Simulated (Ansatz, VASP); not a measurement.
# Two plane-wave programs on Cr

```xyz
2
Lattice="2.5846 -1.6403 0.0000 2.5846 1.6403 0.0000 -1.8800 0.0000 3.5859" Properties=species:S:1:pos:R:3 pbc="T T T"
Cr    0.0432    0.0000    0.5486
Cr    3.2461    0.0000    3.0372
```

Alike in both runs: task relaxation of cell and atoms; functional PBE; k mesh 6 × 6 × 6; occupations gaussian, width 0.1 eV; no spin polarisation.

|  | VASP | Ansatz |
| --- | --- | --- |
| version | VASP 6.6.1 | Ansatz 0.2.0 |
| potentials or method | VASP PAW PBE potentials, release 64 (Cr_pv), cutoff 600 eV | scalar-relativistic, plane waves, PAW |
| valence electrons in the cell | 24 | 28 |

|  | VASP | Ansatz | Ansatz less VASP |
| --- | --- | --- | --- |
| gap on the k mesh at the Fermi level, each at its own relaxed structure (eV) | none | none | - |
| relaxed volume (Å³/atom) | 11.78 | 11.51 | -0.269 |
| relaxed cell length with the largest relative difference (Å) | 4.734 | 4.032 | -0.7012 |

A gap of «none» marks a metal or a gap that the smearing closes. One of these differences is far larger than is usual between the two programs; its cause wasn't traced. VASP's potentials hold 24 valence electrons a cell and Ansatz's 28, so a difference there can come from the potentials and not from the codes.

The k mesh is coarse, so the values compare programs but aren't converged. Noted on VASP's run: the volume moved by over 15 % at a fixed basis, so the end points are rough.
